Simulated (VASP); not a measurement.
Write the native input for VASP 6.6.1 that does the following.

```yaml
Task: single point
Functional: LDA
Potentials_or_basis: VASP PAW LDA potentials, release 64 (Pt)
Cutoff: 520 eV
k_mesh: 22 × 22 × 22
Occupations: gaussian, width 0.15 eV
Spin: no spin polarisation
Dipole_correction: no
Further_INCAR_settings: ALGO = Normal; EDIFF = 1e-06; NBANDS = 11
```

The structure of Pt lies in POSCAR:

```
Pt
1.0
    0.0000000000      2.1349490712      1.6673952246
    2.1349490712      0.0000000000      1.6673952246
    2.1349490712      2.1349490712      0.0000000000
Pt
1
Direct
    0.0000000000      0.0000000000      0.0000000000
```

This cell differs from its parent crystal: volume 15.200 Å^3 an atom, c/a of the conventional cell 0.7810.

One way to write it, as run:

INCAR

```
SYSTEM = Pt
ALGO     = Normal         ! electronic algorithm
EDIFF    = 1E-6           ! SCF threshold, eV
ENCUT    = 520            ! plane-wave cutoff, eV
GGA      = CA             ! functional
ISIF     = 2              ! what is computed and relaxed
ISMEAR   = 0              ! smearing method
LASPH    = .TRUE.         ! aspherical terms in the spheres
LCHARG   = .FALSE.        ! write CHGCAR
LREAL    = .FALSE.        ! projectors in reciprocal space
LWAVE    = .FALSE.        ! write WAVECAR
NBANDS   = 11             ! bands
NELM     = 80             ! most SCF steps
PREC     = Accurate       ! precision mode
SIGMA    = 0.15           ! smearing width, eV
```

KPOINTS

```
k-points
0
G
  22 22 22
  0 0 0
```

Potentials or basis: VASP PAW LDA potentials, release 64 (Pt).

Command:

```bash
$ cat potpaw_LDA.64/Pt/POTCAR > POTCAR
$ mpirun -np 1 vasp_std > vasp.out
```

It gave:

The pressure is -5.1 GPa and the band gap on the k mesh is zero (band 5 reaches 11.97 eV, above the bottom of band 6 at 9.78 eV).

Caveat: spin-orbit coupling is left out, which moves the levels of the heavy elements.

Wall time 66 s on 1 thread of Intel Xeon 6975P-C (shared host), peak memory 0.24 GiB.
